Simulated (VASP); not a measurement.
Runs of VASP 6.6.1 on HfHF3. The structure is that of space group Pm-3m (No. 221), or close to it. The cells are those of the table. 

| task | cell | k mesh | cutoff (eV) | gap on the mesh (eV) | pressure (GPa) |
| --- | --- | --- | --- | --- | --- |
| single point | a = 3.590 Å, 5 atoms | 4 × 4 × 4 | 520 | none | -1.8 |
| single point | a = 3.589 Å, 5 atoms | 10 × 10 × 10 | 520 | none | -1.7 |
| relaxation of cell and atoms | relaxed from a = 3.590 Å, 5 atoms | 6 × 6 × 6 | 600 | none | 0.0 |
| single point | a = 3.768 Å, 5 atoms | 4 × 4 × 4 | 520 | none | (a) |
| single point | a = 3.590 Å, 5 atoms | 6 × 6 × 6 | 520 | none | -1.7 |

Alike in all rows: level PBE; potentials or basis VASP PAW PBE potentials, release 64 (Hf_pv, H, F); no spin polarisation; smearing gaussian 0.1 eV.

Estimate the missing entries.

(a) -13.8.

Caveats: some runs use coarse meshes; spin-orbit coupling is left out, which moves the levels of the heavy elements.

A k mesh can miss the band edges, and the runs leave out spin-orbit coupling on Hf.

A gap of «none» marks levels without a gap at the run's occupations.
